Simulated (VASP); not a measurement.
Set up this calculation in VASP 6.6.1, as the native input.

* Task: single point
* Functional: PBE
* Potentials or basis: VASP PAW PBE potentials, release 64 (Nb_sv, Te)
* Cutoff: 520 eV
* k mesh: 10 × 10 × 10
* Occupations: gaussian, width 0.05 eV
* Spin: collinear spin
* Starting moments: [2.0, 0.0] μB
* Dipole correction: no
* Further INCAR settings: ALGO = Normal; EDIFF = 1e-06; NBANDS = 20

The structure of NbTe lies in POSCAR:

```
NbTe
1.0
    0.0000000000      2.8900000000      2.8900000000
    2.8900000000      0.0000000000      2.8900000000
    2.8900000000      2.8900000000      0.0000000000
Nb Te
1 1
Direct
    0.5000000000      0.5000000000      0.5000000000
    0.0000000000      0.0000000000      0.0000000000
```

The input as run:

INCAR

```
PREC = Accurate ; ENCUT = 520
EDIFF = 1E-6 ; ISMEAR = 0
SIGMA = 0.05 ; LREAL = F
LASPH = T ; NELM = 150
ALGO = Normal ; ISIF = 2
LWAVE = F ; LCHARG = T
ISPIN = 2 ; MAGMOM = 2 0
LORBIT = 11 ; LMAXMIX = 4
GGA = PE ; LELF = T
LVHAR = T ; NBANDS = 20
```

KPOINTS

```
regular mesh
0
Gamma
  10 10 10
```

Potentials or basis: VASP PAW PBE potentials, release 64 (Nb_sv, Te).

Launch:

```sh
$ cat potpaw_PBE.64/Nb_sv/POTCAR potpaw_PBE.64/Te/POTCAR > POTCAR
$ mpirun -np 1 vasp_std > vasp.out
```

It gave:

The pressure is -3.3 GPa, the band gap on the k mesh is zero (filled and empty bands overlap) and the net moment is 1.03 μB per cell. The site moments are Nb +0.80; Te -0.02 μB and the valence electrons inside the program's atomic spheres are Nb 10.63; Te 3.47.

Caveat: the cell stands under tension; spin-orbit coupling is left out, which moves the levels of the heavy elements.

Run time: 120 s on 1 thread of Intel(R) Xeon(R) 6975P-C (Granite Rapids), with other jobs on the host, peak memory 0.23 GiB.
